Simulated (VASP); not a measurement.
Set up this calculation in VASP 6.6.1, as the native input.

| Quantity | Value |
| --- | --- |
| Task | relaxation of cell and atoms |
| Functional | PBE |
| Potentials or basis | VASP PAW PBE potentials, release 64 (Ba_sv, Hf_pv, O) |
| Cutoff | 600 eV |
| k mesh | 6 × 6 × 6 |
| Occupations | gaussian, width 0.01 eV |
| Spin | no spin polarisation |
| Dipole correction | no |
| Further INCAR settings | ALGO = Normal; EDIFF = 1e-07; IBRION = 2; EDIFFG = -0.001; NSW = 80; ISIF = 3 |

The structure of BaHfO3 lies in POSCAR:

```
BaHfO3
1.0
    4.2061261001      0.0000000000      0.0000000000
    0.0000000000      4.2061261001      0.0000000000
    0.0000000000      0.0000000000      4.2061261001
Ba Hf O
1 1 3
Direct
    0.5000000000      0.5000000000      0.5000000000
    0.0000000000      0.0000000000      0.0000000000
    0.0000000000      0.0000000000      0.5000000000
    0.5000000000      0.0000000000      0.0000000000
    0.0000000000      0.5000000000      0.0000000000
```

The input as run:

INCAR

```
PREC = Accurate
ENCUT = 600
EDIFF = 1E-7
ISMEAR = 0
SIGMA = 0.01
LREAL = F
LASPH = T
NELM = 100
ALGO = Normal
ISIF = 3
LWAVE = F
LCHARG = F
GGA = PE
IBRION = 2
NSW = 80
EDIFFG = -0.001
```

KPOINTS

```
Automatic mesh
0
Gamma
  6 6 6
```

Potentials or basis: VASP PAW PBE potentials, release 64 (Ba_sv, Hf_pv, O).

Run with:

```sh
$ cat potpaw_PBE.64/Ba_sv/POTCAR potpaw_PBE.64/Hf_pv/POTCAR potpaw_PBE.64/O/POTCAR > POTCAR
$ mpirun -np 1 vasp_std > vasp.out
```

It gave:

The relaxed volume is 14.82 Å³/atom, the relaxed cell is a = 4.200 Å, b = 4.200 Å, c = 4.200 Å, α = 90.00°, β = 90.00°, γ = 90.00° and the space group after relaxing (to 0.1 Å) is Pm-3m (No. 221). The energy gained by relaxing is 0.2 meV/atom. The ionic steps are 14. The pressure after relaxing is 0.0 GPa and the band gap on the k mesh is 3.55 eV (least direct gap 3.78 eV).

Caveat: spin-orbit coupling is left out, which moves the levels of the heavy elements.

It took 120 s on 1 thread of AMD EPYC 9R45 96-Core Processor (Zen 5), with other jobs on the host, peak memory 0.21 GiB.
